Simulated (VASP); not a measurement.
# CsH (F-43m) in VASP: a series of runs

CsH is run at these levels: PBEsol; tasks: single point, relaxation of cell and atoms.

Program: VASP 6.6.1. These are calculated values, not measurements. Logs are shortened: lines on timing, memory, paths and dates and some standing lists are left out, and cuts for length are marked.

### 1 The cell of the first run

It takes space group F-43m (No. 216, cubic). Conventional cell: a = 6.845 Å, b = 6.845 Å, c = 6.845 Å, α = 90.00°, β = 90.00°, γ = 90.00°. Within 3.9 Å of Cs (site symmetry -43m) lie 4 H at 2.96 Å. Within 3.9 Å of H (site symmetry -43m) lie 4 Cs at 2.96 Å.

### 2 Single point, PBEsol

Input file INCAR:

```
SYSTEM = CsH
PREC = Accurate ; ENCUT = 520
EDIFF = 1E-6 ; ISMEAR = -1
SIGMA = 0.03 ; LREAL = .FALSE.
LASPH = .TRUE. ; NELM = 80
ALGO = Normal ; ISIF = 2
LWAVE = .FALSE. ; LCHARG = .TRUE.
GGA = PS ; LELF = .TRUE.
LVHAR = .TRUE. ; NBANDS = 12
```

Input file KPOINTS:

```
regular mesh
0
G
  6 6 6
  0 0 0
```

Input file POSCAR:

```
CsH
1.0
    0.0000000000      3.4225701380      3.4225701380
    3.4225701380      0.0000000000      3.4225701380
    3.4225701380      3.4225701380      0.0000000000
Cs H
1 1
Direct
    0.0000000000      0.0000000000      0.0000000000
    0.2500000000      0.2500000000      0.2500000000
```

Potentials or basis: VASP PAW PBE potentials, release 64 (Cs_sv, H).

On the command line:

```console
$ cat potpaw_PBE.64/Cs_sv/POTCAR potpaw_PBE.64/H/POTCAR > POTCAR
$ mpirun -np 1 vasp_std > vasp.out
```

OUTCAR:

```text
SYSTEM = CsH
   PREC = Accurate
   ENCUT = 520
   EDIFF = 1E-6
   ISMEAR = -1
   LREAL = .FALSE.
   LASPH = .TRUE.
   NELM = 80
   ISIF = 2
   GGA = PS

 ion  position               nearest neighbor table
   1  0.000  0.000  0.000-
   2  0.250  0.250  0.250-

  LATTYP: Found a face centered cubic cell.
 ALAT       =     6.8451402760

  Lattice vectors:

 A1 = (   0.0000000000,   3.4225701380,   3.4225701380)
 A2 = (   3.4225701380,   0.0000000000,   3.4225701380)
 A3 = (   3.4225701380,   3.4225701380,   0.0000000000)

Analysis of symmetry for initial positions (statically):
=====================================================================
 Subroutine PRICEL returns:
 Original cell was already a primitive cell.

 Routine SETGRP: Setting up the symmetry group for a
 face centered cubic supercell.

 Subroutine GETGRP returns: Found 24 space group operations
 (whereof 24 operations were pure point group operations)
 out of a pool of 48 trial point group operations.

The static configuration has the point symmetry T_d .

Analysis of symmetry for dynamics (positions and initial velocities):
=====================================================================
 Subroutine PRICEL returns:
 Original cell was already a primitive cell.

 Routine SETGRP: Setting up the symmetry group for a
 face centered cubic supercell.

 Subroutine GETGRP returns: Found 24 space group operations
 (whereof 24 operations were pure point group operations)
 out of a pool of 48 trial point group operations.

The dynamic configuration has the point symmetry T_d .

 Subroutine INISYM returns: Found 24 space group operations
 (whereof 24 operations are pure point group operations),
 and found     1 'primitive' translations

----------------------------------------------------------------------------------------

                                     Primitive cell

  volume of cell :      80.1839

  direct lattice vectors                    reciprocal lattice vectors
     0.000000000  3.422570138  3.422570138    -0.146089044  0.146089044  0.146089044
     3.422570138  0.000000000  3.422570138     0.146089044 -0.146089044  0.146089044
     3.422570138  3.422570138  0.000000000     0.146089044  0.146089044 -0.146089044

  length of vectors
     4.840245107  4.840245107  4.840245107     0.253033647  0.253033647  0.253033647

  position of ions in fractional coordinates (direct lattice)
     0.000000000  0.000000000  0.000000000
     0.250000000  0.250000000  0.250000000

  ion indices of the primitive-cell ions
   primitive index   ion index
                 1           1
                 2           2

----------------------------------------------------------------------------------------

 KPOINTS: regular mesh

Automatic generation of k-mesh.
 Grid dimensions read from file:
 generate k-points for:    6    6    6

 Generating k-lattice:

  Cartesian coordinates                     Fractional coordinates (reciprocal lattice)
    -0.024348174  0.024348174  0.024348174     0.166666667  0.000000000  0.000000000
     0.024348174 -0.024348174  0.024348174     0.000000000  0.166666667  0.000000000
     0.024348174  0.024348174 -0.024348174     0.000000000  0.000000000  0.166666667

  Length of vectors
     0.042172274  0.042172274  0.042172274

  Shift w.r.t. Gamma in fractional coordinates (k-lattice)
     0.000000000  0.000000000  0.000000000

 Subroutine IBZKPT returns following result:
 ===========================================

 Found     16 irreducible k-points:

 Following reciprocal coordinates:
            Coordinates               Weight
  0.000000  0.000000  0.000000      1.000000
  0.166667  0.000000  0.000000      8.000000
  0.333333  0.000000  0.000000      8.000000
  0.500000  0.000000  0.000000      4.000000
  0.166667  0.166667  0.000000      6.000000
  0.333333  0.166667  0.000000     24.000000
[... 8 lines left out ...]
 -0.333333  0.333333  0.166667     24.000000
 -0.333333  0.500000  0.166667     12.000000
   k-points           NKPTS =     16   k-points in BZ     NKDIM =     16   number of bands    NBANDS=     12
   number of dos      NEDOS =    301   number of ions     NIONS =      2
   total plane-waves  NPLWV =  46656
   dimension x,y,z NGX =    36 NGY =   36 NGZ =   36
   dimension x,y,z NGXF=    72 NGYF=   72 NGZF=   72
   ions per type =               1   1
   NGX,Y,Z   is equivalent  to a cutoff of  12.36, 12.36, 12.36 a.u.
   NGXF,Y,Z  is equivalent  to a cutoff of  24.73, 24.73, 24.73 a.u.
 SYSTEM =  CsH
   PREC   = accura    normal or accurate (medium, high low for compatibility)
   ISTART =      0    job   : 0-new  1-cont  2-samecut
   ICHARG =      2    charge: 1-file 2-atom 10-const
   ISPIN  =      1    spin polarized calculation?
   LNONCOLLINEAR =      F non collinear calculations
   LSORBIT =      F    spin-orbit coupling
   LASPH  =      T    aspherical Exc in radial PAW
   ENCUT  =  520.0 eV  38.22 Ry    6.18 a.u.   9.00  9.00  9.00*2*pi/ulx,y,z
   NELM   =     80;   NELMIN=  2; NELMDL= -5     # of ELM steps
   EDIFF  = 0.1E-05   stopping-criterion for ELM
   LREAL  =      F    real-space projection
   EDIFFG = 0.1E-04   stopping-criterion for IOM
   NSW    =      0    number of steps for IOM
   IBRION =     -1    ionic relax: 0-MD 1-quasi-New 2-CG
   NFREE  =      0    steps in history (QN), initial steepest desc. (CG)
   ISIF   =      2    stress and relaxation
   ISYM   =      2    0-nonsym 1-usesym 2-fastsym
   POTIM  = 0.5000    time-step for ionic-motion
   TEBEG  =    0.0;   TEEND  =   0.0 temperature during run
   PSTRESS=    0.0 pullay stress
   NELECT =      10.0000    total number of electrons
   NUPDOWN=      -1.0000    fix difference up-down
   EMIN   =  10.00;   EMAX   =-10.00  energy-range for DOS
   EFERMI =   0.00;   METHOD = LEGACY
   ISMEAR =    -1;   SIGMA  =   0.03  broadening in eV -4-tet -1-fermi 0-gaus
   EFERMI_NEDOS =   21; number of points for ismear=-14 and -15
   IALGO  =     38    algorithm
   IMIX   =      4    mixing-type and parameters
     AMIX     =   0.40;   BMIX     =  1.00
     AMIX_MAG =   1.60;   BMIX_MAG =  1.00
  volume/ion in A,a.u.               =      40.09       270.55
  Fermi-wavevector in a.u.,A,eV,Ry     =   0.817923  1.545651  9.102273  0.668998
  Thomas-Fermi vector in A             =   1.928458
   LORBIT       =      0    0 simple, 1 ext, 2 COOP (PROOUT), +10 PAW based schemes
   GGA     = PS    functional components
   LHFCALC =     F    Hartree Fock is set to
   AEXX    =    0.0000 exact exchange contribution
   IVDW    =     0    specifies the selected vdW correction
   LEPSILON=     F    determine dielectric tensor
   LRPA    =     F    only Hartree local field effects (RPA)
 non-spin polarized calculation
  energy-cutoff  :      520.00
  volume of cell :       80.18
 maximum number of plane-waves:      2176
   NGX = 17   NGY = 17   NGZ = 17

 number of electron      10.0000002 magnetization

 Free energy of the ion-electron system (eV)
  ---------------------------------------------------
  ext. energy  EPLUGINS =         0.00000000
  ---------------------------------------------------
  free energy    TOTEN  =        -4.43915604 eV

  energy without entropy =       -4.43915604  energy(sigma->0) =       -4.43915604

 E-fermi :  -0.1441     XC(G=0):  -6.3780

 val. band max:       -0.8620606467   @ k =  -0.3333   0.5000   0.1667
 cond. band min:       1.8665837917   @ k =   0.5000   0.5000   0.0000
 fundamental gap:      2.7286444384
 Fermi energy:        -0.1440525078

 k-point     1 :       0.0000    0.0000    0.0000
  band No.  band energies     occupation
      1     -21.9426      2.00000
      2      -8.5691      2.00000
      3      -8.5691      2.00000
      4      -8.5691      2.00000
      5      -2.0230      2.00000
      6       3.4561      0.00000
      7       4.1958      0.00000
      8       4.1958      0.00000
      9       4.1958      0.00000
     10       5.8818      0.00000
     11       5.8818      0.00000
     12       9.2861      0.00000

 k-point     2 :       0.1667    0.0000    0.0000
  band No.  band energies     occupation
      1     -21.9341      2.00000
      2      -8.7022      2.00000
      3      -8.5839      2.00000
      4      -8.5839      2.00000
      5      -1.7585      2.00000
      6       2.6983      0.00000
      7       4.3567      0.00000
      8       4.3567      0.00000
      9       5.3218      0.00000
     10       5.6451      0.00000
     11       5.6451      0.00000
     12       8.4340      0.00000

 k-point     3 :       0.3333    0.0000    0.0000
  band No.  band energies     occupation
      1     -21.9169      2.00000
      2      -8.9462      2.00000
      3      -8.6130      2.00000
      4      -8.6130      2.00000
      5      -1.3298      2.00000
      6       2.5385      0.00000
      7       4.2817      0.00000
      8       4.2817      0.00000
      9       5.7732      0.00000
     10       6.1315      0.00000
     11       6.1315      0.00000
     12       8.5364      0.00000

 k-point     4 :       0.5000    0.0000    0.0000
  band No.  band energies     occupation
      1     -21.9083      2.00000
      2      -9.0592      2.00000
      3      -8.6274      2.00000
      4      -8.6274      2.00000
      5      -1.1859      2.00000
      6       2.8323      0.00000
      7       4.1316      0.00000
      8       4.1316      0.00000
      9       5.6029      0.00000
     10       7.0030      0.00000
     11       7.0030      0.00000
     12       7.7106      0.00000

 k-point     5 :       0.1667    0.1667    0.0000
  band No.  band energies     occupation
      1     -21.9313      2.00000
      2      -8.7038      2.00000
      3      -8.6095      2.00000
      4      -8.6095      2.00000
      5      -1.6687      2.00000
      6       2.5035      0.00000
      7       4.5227      0.00000
      8       4.5227      0.00000
      9       4.7806      0.00000
     10       5.7673      0.00000
     11       6.1156      0.00000
     12       9.2504      0.00000
[... 108 lines left out ...]
      1     -21.8971      2.00000
      2      -9.0454      2.00000
      3      -8.7275      2.00000
      4      -8.7275      2.00000
      5      -0.9073      2.00000
      6       1.8666      0.00000
      7       3.5436      0.00000
      8       6.8908      0.00000
      9       6.8908      0.00000
     10       7.0823      0.00000
     11       7.3969      0.00000
     12       7.3969      0.00000

 k-point    14 :       0.5000    0.3333    0.1667
  band No.  band energies     occupation
      1     -21.9056      2.00000
      2      -8.9458      2.00000
      3      -8.7587      2.00000
      4      -8.6677      2.00000
      5      -1.0247      2.00000
      6       2.4307      0.00000
      7       3.3831      0.00000
      8       5.0065      0.00000
      9       5.6612      0.00000
     10       7.2286      0.00000
     11       7.3423      0.00000
     12       8.1821      0.00000

 k-point    15 :      -0.3333    0.3333    0.1667
  band No.  band energies     occupation
      1     -21.8999      2.00000
      2      -8.9579      2.00000
      3      -8.8198      2.00000
      4      -8.6923      2.00000
      5      -0.9127      2.00000
      6       2.7591      0.00000
      7       3.1822      0.00000
      8       4.7109      0.00000
      9       6.0755      0.00000
     10       7.1853      0.00000
     11       7.3930      0.00000
     12       8.1811      0.00000

 k-point    16 :      -0.3333    0.5000    0.1667
  band No.  band energies     occupation
      1     -21.8970      2.00000
      2      -8.9759      2.00000
      3      -8.8049      2.00000
      4      -8.7330      2.00000
      5      -0.8621      2.00000
      6       2.3308      0.00000
      7       3.4583      0.00000
      8       4.8320      0.00000
      9       7.0724      0.00000
     10       7.3133      0.00000
     11       7.3972      0.00000
     12       7.5342      0.00000

------------------------ aborting loop because EDIFF is reached ----------------------------------------

  FORCE on cell =-STRESS in cart. coord.  units (eV):
  Direction    XX          YY          ZZ          XY          YZ          ZX
  --------------------------------------------------------------------------------------
  -------------------------------------------------------------------------------------
  Total        0.0093171      0.0093171      0.0093171      0.0000000     -0.0000000      0.0000000
  in kB        0.1861674      0.1861674      0.1861674      0.0000000     -0.0000000      0.0000000
  external PRESSURE =       0.1861674 kB  Pullay stress =       0.0000000 kB

 VOLUME and BASIS-vectors are now :
 -----------------------------------------------------------------------------
  energy-cutoff  :      520.00
  volume of cell :       80.18
      direct lattice vectors                 reciprocal lattice vectors
     0.000000000  3.422570138  3.422570138    -0.146089044  0.146089044  0.146089044
     3.422570138  0.000000000  3.422570138     0.146089044 -0.146089044  0.146089044
     3.422570138  3.422570138  0.000000000     0.146089044  0.146089044 -0.146089044

 POSITION                                       TOTAL-FORCE (eV/Angst)
 -----------------------------------------------------------------------------------
      0.00000      0.00000      0.00000         0.000000     -0.000000     -0.000000
      1.71129      1.71129      1.71129        -0.000000      0.000000      0.000000
 -----------------------------------------------------------------------------------
    total drift:                                0.000000      0.000000      0.000000

  FREE ENERGIE OF THE ION-ELECTRON SYSTEM (eV)
  ---------------------------------------------------
  free  energy   TOTEN  =        -4.4391560384 eV

  energy  without entropy=       -4.4391560384  energy(sigma->0) =       -4.43915604
```

Wall time 26 s (1 thread of AMD EPYC 7R13, shared host); peak memory 0.18 GiB.

Results:

```yaml
Free_energy: -4.4392 eV
Pressure: 0.0 GPa
Band_gap_on_the_k_mesh: 2.73 eV (least direct gap 2.77 eV)
```

Caveat: the PAW data sets were made with another functional, which shifts forces and pressure a little; spin-orbit coupling is left out, which moves the levels of the heavy elements.

### 3 Relaxation of cell and atoms, PBEsol

This run uses another cell than the first one, of 27.79 Å³/atom.

Input file INCAR:

```
SYSTEM = CsH
ALGO = Normal ; EDIFF = 1E-6
EDIFFG = -0.01 ; ENCUT = 600
GGA = PS ; IBRION = 2
ISIF = 3 ; ISMEAR = -1
LASPH = .True. ; LCHARG = .False.
LREAL = .False. ; LWAVE = .False.
NELM = 100 ; NSW = 100
PREC = Accurate ; SIGMA = 0.03
```

Input file KPOINTS:

```
k-points
0
Gamma
  6 6 6
  0 0 0
```

Input file POSCAR:

```
CsH
1.0
    0.0000000000      3.0288949822      3.0288949822
    3.0288949822      0.0000000000      3.0288949822
    3.0288949822      3.0288949822      0.0000000000
Cs H
1 1
Direct
    0.0000000000      0.0000000000      0.0000000000
    0.2500000000      0.2500000000      0.2500000000
```

Potentials or basis: VASP PAW PBE potentials, release 64 (Cs_sv, H).

On the command line:

```console
$ cat potpaw_PBE.64/Cs_sv/POTCAR potpaw_PBE.64/H/POTCAR > POTCAR
$ mpirun -np 1 vasp_std > vasp.out
```

It took 54 s on 1 thread of AMD EPYC 7R13, shared host; peak memory 0.19 GiB.

Results (log left out):

* Free energy: -4.4344 eV
* Relaxed volume: 40.08 Å³/atom
* Relaxed cell: a = 4.840 Å, b = 4.840 Å, c = 4.840 Å, α = 60.00°, β = 60.00°, γ = 60.00°
* Space group after relaxing (to 0.1 Å): F-43m (No. 216)
* Energy gained by relaxing: 142.3 meV/atom
* Ionic steps: 5
* Pressure after relaxing: 0.0 GPa
* Band gap on the k mesh: 2.73 eV (least direct gap 2.77 eV)

Step by step:
```
step  energy change (eV)  largest force (eV/Å)  pressure (GPa)  volume (Å³)
   1              0.0000                0.0000            4.82        55.58
   2             -0.1609                0.0000            2.69        62.58
   3             -0.2786                0.0000            0.45        75.73
   4             -0.2844                0.0000            0.08        79.32
   5             -0.2846                0.0000            0.00        80.16
```

Final structure:
```yaml
crystal:
  lattice:
    - [0.00000, 3.42222, 3.42222]
    - [3.42222, 0.00000, 3.42222]
    - [3.42222, 3.42222, 0.00000]
  atoms:
    - { symbol: Cs, position: [0.00000, 0.00000, 0.00000] }
    - { symbol: H, position: [0.25000, 0.25000, 0.25000] }
```

Levels at points of the mesh, in eV from the valence-band top:
| k point | band 3 | band 4 | band 5 | band 6 | band 7 | band 8 |
| --- | --- | --- | --- | --- | --- | --- |
| (0.00, 0.00, 0.00) | -7.71 | -7.71 | -1.16 | 4.32 | 5.06 | 5.06 |
| (0.50, 0.00, 0.00) | -7.76 | -7.76 | -0.32 | 3.69 | 4.99 | 4.99 |
| (0.50, 0.50, 0.00) | -7.86 | -7.86 | -0.05 | 2.73 | 4.40 | 7.75 |

Caveat: the volume moved by over 15 % at a fixed basis, so the end points are rough; the PAW data sets were made with another functional, which shifts forces and pressure a little; spin-orbit coupling is left out, which moves the levels of the heavy elements. A k mesh can miss the band edges.
